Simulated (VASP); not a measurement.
# YRh (Pm-3m) in VASP: single point with LDA

Aim: the single point of YRh with LDA.

All numbers are computed with VASP 6.6.1; they aren't measurements. Logs are shortened: lines on timing, memory, paths and dates and some standing lists are left out, and cuts for length are marked.

### Step 1. The cell of the first run

Symmetry: Pm-3m, No. 221, cubic system. Conventional cell: a = 3.407 Å, b = 3.407 Å, c = 3.407 Å, α = 90.00°, β = 90.00°, γ = 90.00°. Y (site symmetry m-3m) has 8 Rh at 2.95 Å and 6 Y at 3.41 Å within 3.9 Å. Within 3.9 Å of Rh (site symmetry m-3m) lie 8 Y at 2.95 Å and 6 Rh at 3.41 Å.

### Step 2. Single point, LDA

INCAR reads:

```
ALGO = Normal
EDIFF = 1E-6
ENCUT = 500
GGA_COMPAT = False
ISIF = 2
ISMEAR = -1
LASPH = True
LCHARG = True
LELF = True
LREAL = False
LVHAR = True
LWAVE = False
NBANDS = 20
NELM = 120
PREC = Accurate
SIGMA = 0.0272
```

KPOINTS reads:

```
k-points
0
Gamma
  8 8 8
```

POSCAR reads:

```
YRh
1.0
    3.4070000000      0.0000000000      0.0000000000
    0.0000000000      3.4070000000      0.0000000000
    0.0000000000      0.0000000000      3.4070000000
Y Rh
1 1
Direct
    0.5000000000      0.5000000000      0.5000000000
    0.0000000000      0.0000000000      0.0000000000
```

Potentials or basis: VASP PAW LDA potentials, release 64 (Y_sv, Rh_pv).

On the command line:

```
cat potpaw_LDA.64/Y_sv/POTCAR potpaw_LDA.64/Rh_pv/POTCAR > POTCAR
mpirun -np 1 vasp_std > vasp.out
```

OUTCAR:

```text
EDIFF = 1E-6
   ENCUT = 500
   ISIF = 2
   ISMEAR = -1
   LASPH = True
   LREAL = False
   NELM = 120
   PREC = Accurate

 ion  position               nearest neighbor table
   1  0.500  0.500  0.500-   2 2.95   2 2.95   2 2.95   2 2.95   2 2.95   2 2.95   2 2.95   2 2.95

   2  0.000  0.000  0.000-   1 2.95   1 2.95   1 2.95   1 2.95   1 2.95   1 2.95   1 2.95   1 2.95

  LATTYP: Found a simple cubic cell.
 ALAT       =     3.4070000000

  Lattice vectors:

 A1 = (   3.4070000000,   0.0000000000,   0.0000000000)
 A2 = (   0.0000000000,   3.4070000000,   0.0000000000)
 A3 = (   0.0000000000,   0.0000000000,   3.4070000000)

Analysis of symmetry for initial positions (statically):
=====================================================================
 Subroutine PRICEL returns:
 Original cell was already a primitive cell.

 Routine SETGRP: Setting up the symmetry group for a
 simple cubic supercell.

 Subroutine GETGRP returns: Found 48 space group operations
 (whereof 48 operations were pure point group operations)
 out of a pool of 48 trial point group operations.

The static configuration has the point symmetry O_h .

Analysis of symmetry for dynamics (positions and initial velocities):
=====================================================================
 Subroutine PRICEL returns:
 Original cell was already a primitive cell.

 Routine SETGRP: Setting up the symmetry group for a
 simple cubic supercell.

 Subroutine GETGRP returns: Found 48 space group operations
 (whereof 48 operations were pure point group operations)
 out of a pool of 48 trial point group operations.

The dynamic configuration has the point symmetry O_h .

 Subroutine INISYM returns: Found 48 space group operations
 (whereof 48 operations are pure point group operations),
 and found     1 'primitive' translations

----------------------------------------------------------------------------------------

                                     Primitive cell

  volume of cell :      39.5473

  direct lattice vectors                    reciprocal lattice vectors
     3.407000000  0.000000000  0.000000000     0.293513355  0.000000000  0.000000000
     0.000000000  3.407000000  0.000000000     0.000000000  0.293513355  0.000000000
     0.000000000  0.000000000  3.407000000     0.000000000  0.000000000  0.293513355

  length of vectors
     3.407000000  3.407000000  3.407000000     0.293513355  0.293513355  0.293513355

  position of ions in fractional coordinates (direct lattice)
     0.500000000  0.500000000  0.500000000
     0.000000000  0.000000000  0.000000000

  ion indices of the primitive-cell ions
   primitive index   ion index
                 1           1
                 2           2

----------------------------------------------------------------------------------------

 KPOINTS: k-points

Automatic generation of k-mesh.
 Grid dimensions read from file:
 generate k-points for:    8    8    8

 Generating k-lattice:

  Cartesian coordinates                     Fractional coordinates (reciprocal lattice)
     0.036689169  0.000000000  0.000000000     0.125000000  0.000000000  0.000000000
     0.000000000  0.036689169  0.000000000     0.000000000  0.125000000  0.000000000
     0.000000000  0.000000000  0.036689169     0.000000000  0.000000000  0.125000000

  Length of vectors
     0.036689169  0.036689169  0.036689169

  Shift w.r.t. Gamma in fractional coordinates (k-lattice)
     0.000000000  0.000000000  0.000000000

 Subroutine IBZKPT returns following result:
 ===========================================

 Found     35 irreducible k-points:

 Following reciprocal coordinates:
            Coordinates               Weight
  0.000000  0.000000  0.000000      1.000000
  0.125000  0.000000  0.000000      6.000000
  0.250000  0.000000  0.000000      6.000000
  0.375000  0.000000  0.000000      6.000000
  0.500000  0.000000  0.000000      3.000000
  0.125000  0.125000  0.000000     12.000000
[... 16 lines left out ...]
  0.375000  0.375000  0.125000     24.000000
  0.500000  0.375000  0.125000     24.000000
 [... further k-points ...]
   k-points           NKPTS =     35   k-points in BZ     NKDIM =     35   number of bands    NBANDS=     20
   number of dos      NEDOS =    301   number of ions     NIONS =      2
   total plane-waves  NPLWV =  21952
   dimension x,y,z NGX =    28 NGY =   28 NGZ =   28
   dimension x,y,z NGXF=    56 NGYF=   56 NGZF=   56
   ions per type =               1   1
   NGX,Y,Z   is equivalent  to a cutoff of  13.66, 13.66, 13.66 a.u.
   NGXF,Y,Z  is equivalent  to a cutoff of  27.33, 27.33, 27.33 a.u.
 SYSTEM =  unknown system
   PREC   = accura    normal or accurate (medium, high low for compatibility)
   ISTART =      0    job   : 0-new  1-cont  2-samecut
   ICHARG =      2    charge: 1-file 2-atom 10-const
   ISPIN  =      1    spin polarized calculation?
   LNONCOLLINEAR =      F non collinear calculations
   LSORBIT =      F    spin-orbit coupling
   LASPH  =      T    aspherical Exc in radial PAW
   ENCUT  =  500.0 eV  36.75 Ry    6.06 a.u.   6.21  6.21  6.21*2*pi/ulx,y,z
   NELM   =    120;   NELMIN=  2; NELMDL= -5     # of ELM steps
   EDIFF  = 0.1E-05   stopping-criterion for ELM
   LREAL  =      F    real-space projection
   EDIFFG = 0.1E-04   stopping-criterion for IOM
   NSW    =      0    number of steps for IOM
   IBRION =     -1    ionic relax: 0-MD 1-quasi-New 2-CG
   NFREE  =      0    steps in history (QN), initial steepest desc. (CG)
   ISIF   =      2    stress and relaxation
   ISYM   =      2    0-nonsym 1-usesym 2-fastsym
   POTIM  = 0.5000    time-step for ionic-motion
   TEBEG  =    0.0;   TEEND  =   0.0 temperature during run
   PSTRESS=    0.0 pullay stress
   NELECT =      26.0000    total number of electrons
   NUPDOWN=      -1.0000    fix difference up-down
   EMIN   =  10.00;   EMAX   =-10.00  energy-range for DOS
   EFERMI =   0.00;   METHOD = LEGACY
   ISMEAR =    -1;   SIGMA  =   0.03  broadening in eV -4-tet -1-fermi 0-gaus
   EFERMI_NEDOS =   21; number of points for ismear=-14 and -15
   IALGO  =     38    algorithm
   IMIX   =      4    mixing-type and parameters
     AMIX     =   0.40;   BMIX     =  1.00
     AMIX_MAG =   1.60;   BMIX_MAG =  1.00
  volume/ion in A,a.u.               =      19.77       133.44
  Fermi-wavevector in a.u.,A,eV,Ry     =   1.423510  2.690044 27.570578  2.026380
  Thomas-Fermi vector in A             =   2.544100
   LORBIT       =      0    0 simple, 1 ext, 2 COOP (PROOUT), +10 PAW based schemes
   GGA     = CA    functional components
   LHFCALC =     F    Hartree Fock is set to
   AEXX    =    0.0000 exact exchange contribution
   IVDW    =     0    specifies the selected vdW correction
   LEPSILON=     F    determine dielectric tensor
   LRPA    =     F    only Hartree local field effects (RPA)
 non-spin polarized calculation
  energy-cutoff  :      500.00
  volume of cell :       39.55
 maximum number of plane-waves:      1024
 NGX is ok and might be reduce to    28
   NGX = 13   NGY = 13   NGZ = 13

 number of electron      26.0000003 magnetization

 Free energy of the ion-electron system (eV)
  ---------------------------------------------------
  ext. energy  EPLUGINS =         0.00000000
  ---------------------------------------------------
  free energy    TOTEN  =       -17.22750875 eV

  energy without entropy =      -17.22099665  energy(sigma->0) =      -17.22425270

 E-fermi :   6.5190     XC(G=0): -11.9682

 val. band max:        6.5116606743   @ k =   0.5000   0.2500   0.2500
 cond. band min:       6.5410675275   @ k =   0.5000   0.3750   0.1250
 fundamental gap:      0.0294068533
 Fermi energy:         6.5189794277

 k-point     1 :       0.0000    0.0000    0.0000
  band No.  band energies     occupation
      1     -39.1923      2.00000
      2     -39.1923      2.00000
      3     -39.1923      2.00000
      4     -35.3776      2.00000
      5     -15.3055      2.00000
      6     -15.3055      2.00000
[... 12 lines left out ...]
     19      14.4654      0.00000
     20      14.4654      0.00000

 k-point     2 :       0.1250    0.0000    0.0000
  band No.  band energies     occupation
      1     -39.1980      2.00000
      2     -39.1919      2.00000
      3     -39.1919      2.00000
      4     -35.3692      2.00000
      5     -15.3928      2.00000
      6     -15.3010      2.00000
[... 12 lines left out ...]
     19      13.6982      0.00000
     20      15.7853      0.00000

 k-point     3 :       0.2500    0.0000    0.0000
  band No.  band energies     occupation
      1     -39.2117      2.00000
      2     -39.1908      2.00000
      3     -39.1908      2.00000
      4     -35.3489      2.00000
      5     -15.5971      2.00000
      6     -15.2901      2.00000
[... 12 lines left out ...]
     19      12.6821      0.00000
     20      17.8942      0.00000

 k-point     4 :       0.3750    0.0000    0.0000
  band No.  band energies     occupation
      1     -39.2254      2.00000
      2     -39.1898      2.00000
      3     -39.1898      2.00000
      4     -35.3285      2.00000
      5     -15.7931      2.00000
      6     -15.2792      2.00000
[... 12 lines left out ...]
     19      12.9284      0.00000
     20      19.5413      0.00000

 k-point     5 :       0.5000    0.0000    0.0000
  band No.  band energies     occupation
      1     -39.2310      2.00000
      2     -39.1894      2.00000
      3     -39.1894      2.00000
      4     -35.3200      2.00000
      5     -15.8722      2.00000
      6     -15.2747      2.00000
[... 12 lines left out ...]
     19      13.4921      0.00000
     20      19.4362      0.00000
[... 353 lines left out ...]
      6     -15.5258      2.00000
[... 12 lines left out ...]
     19      14.1683      0.00000
     20      16.8368      0.00000

 k-point    22 :       0.5000    0.2500    0.1250
  band No.  band energies     occupation
      1     -39.2248      2.00000
      2     -39.2046      2.00000
      3     -39.1926      2.00000
      4     -35.2998      2.00000
      5     -15.8055      2.00000
      6     -15.5163      2.00000
[... 12 lines left out ...]
     19      13.7114      0.00000
     20      17.8020      0.00000

 k-point    23 :       0.3750    0.3750    0.1250
  band No.  band energies     occupation
      1     -39.2176      2.00000
      2     -39.2160      2.00000
      3     -39.1920      2.00000
      4     -35.2936      2.00000
      5     -15.7078      2.00000
      6     -15.6914      2.00000
[... 12 lines left out ...]
     19      14.0509      0.00000
     20      16.4797      0.00000

 k-point    24 :       0.5000    0.3750    0.1250
  band No.  band energies     occupation
      1     -39.2215      2.00000
      2     -39.2156      2.00000
      3     -39.1916      2.00000
      4     -35.2884      2.00000
      5     -15.7696      2.00000
      6     -15.6860      2.00000
[... 12 lines left out ...]
     19      13.6032      0.00000
     20      16.6505      0.00000

 [... further k-points ...]
[... 5 lines left out ...]
  --------------------------------------------------------------------------------------
  -------------------------------------------------------------------------------------
  Total       -1.3851309     -1.3851309     -1.3851309      0.0000000      0.0000000     -0.0000000
  in kB      -56.1157791    -56.1157791    -56.1157791      0.0000000      0.0000000     -0.0000000
  external PRESSURE =     -56.1157791 kB  Pullay stress =       0.0000000 kB

 VOLUME and BASIS-vectors are now :
 -----------------------------------------------------------------------------
  energy-cutoff  :      500.00
  volume of cell :       39.55
      direct lattice vectors                 reciprocal lattice vectors
     3.407000000  0.000000000  0.000000000     0.293513355  0.000000000  0.000000000
     0.000000000  3.407000000  0.000000000     0.000000000  0.293513355  0.000000000
     0.000000000  0.000000000  3.407000000     0.000000000  0.000000000  0.293513355

 POSITION                                       TOTAL-FORCE (eV/Angst)
 -----------------------------------------------------------------------------------
      1.70350      1.70350      1.70350         0.000000      0.000000      0.000000
      0.00000      0.00000      0.00000         0.000000      0.000000      0.000000
 -----------------------------------------------------------------------------------
    total drift:                               -0.000000      0.000000      0.000000

  FREE ENERGIE OF THE ION-ELECTRON SYSTEM (eV)
  ---------------------------------------------------
  free  energy   TOTEN  =       -17.2275087455 eV

  energy  without entropy=      -17.2209966518  energy(sigma->0) =      -17.22425270
```

It took 23 s on 1 thread of Intel Xeon Platinum 8259CL at 2.50GHz (Skylake/Cascade Lake), shared host; peak memory 0.17 GiB.

What came out:

* Free energy: -17.2275 eV
* Pressure: -5.6 GPa
* Band gap on the k mesh: zero (bands 13 and 14 overlap by 0.86 eV)

Levels at points of the mesh, in eV from the Fermi level:
```tsv
k point	band 9	band 10	band 11	band 12	band 13	band 14	band 15	band 16	band 17	band 18
(0.00, 0.00, 0.00)	-3.90	-3.90	-1.65	-1.65	-1.65	2.21	2.21	5.92	5.92	5.92
(0.50, 0.00, 0.00)	-2.89	-2.47	-1.79	-1.79	-1.31	0.38	0.43	2.33	2.33	5.05
(0.50, 0.50, 0.00)	-3.77	-2.62	-2.62	-0.68	0.22	1.86	1.86	2.90	5.40	5.40
(0.50, 0.50, 0.50)	-2.39	-2.39	-1.00	-1.00	-1.00	-0.63	-0.63	4.90	6.84	6.84
```

Caveat: the cell stands under tension.
